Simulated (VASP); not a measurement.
A run of VASP 6.6.1:

File INCAR:

```
  PREC = Accurate
  ENCUT = 520
  EDIFF = 1E-7
  ISMEAR = 0
  SIGMA = 0.1
  LREAL = Auto
  LASPH = True
  NELM = 150
  ALGO = Normal
  ISIF = 2
  LWAVE = False
  LCHARG = False
  ISPIN = 2
  MAGMOM = 0 0 0 0 0 0 0 0 0 0 2 2 2 2 0 0 0 0 0 0
  LORBIT = 11
  LMAXMIX = 4
  GGA = PE
  ISYM = 0
  NBANDS = 87
```

The input KPOINTS:

```
Automatic mesh
0
Gamma
  2 2 2
  0.5 0.5 0.5
```

The input POSCAR:

```
Al10Ni4Pd4RuPt
1.0
    0.0002971117     -5.9041169836     -0.0007213958
    6.0730070055      0.0000635862      3.0096829403
   -3.0338100183      0.0008699516      6.0139789119
Al Ni Ru Pd Pt
10 4 1 4 1
Direct
    0.2438593840      0.3044440087      0.1137395935
    0.2402530148      0.4934552110      0.4904506015
    0.2400544926      0.7049999880      0.9046251753
    0.7557592628      0.3044953961      0.1137504268
    0.7595337871      0.4936185748      0.4904139847
    0.7596538085      0.7050665519      0.9047923209
    0.2403032195      0.9104340083      0.3064581423
    0.2444246010      0.0934296194      0.6868601049
    0.7594708118      0.9102895977      0.3063830099
    0.7552881297      0.0933684941      0.6868832163
    0.5000442326      0.2019735197      0.4037277765
   -0.0002558413      0.2013966647      0.3926321566
    0.9999813088      0.6196697017      0.2077225983
   -0.0001873998      0.7884665177      0.6062537556
    0.9998921888      0.0049817853     -0.0020954681
    0.4998977937      0.4007810392      0.7959366969
   -0.0002249631      0.3950473916      0.7986201816
    0.4997467250      0.6045625938      0.2004343132
    0.4998207180      0.7905693498      0.5984850183
    0.4998616843      1.0092221545      1.0027111513
```

Potentials or basis: VASP PAW PBE potentials, release 64 (Al, Ni, Ru_pv, Pd, Pt).

Command:

```sh
$ cat potpaw_PBE.64/Al/POTCAR potpaw_PBE.64/Ni/POTCAR potpaw_PBE.64/Ru_pv/POTCAR potpaw_PBE.64/Pd/POTCAR potpaw_PBE.64/Pt/POTCAR > POTCAR
$ mpirun -np 1 vasp_std > vasp.out
```

Hardware: 1 thread of Oxide Virtual Turin-like Processor, on a shared host.

Question: How long does it take, and how much memory?

Answer: Wall time 14 min on 1 thread of Oxide Virtual Turin-like Processor (shared host), peak memory 0.47 GiB. Counts: scf iterations 23, k points 4.
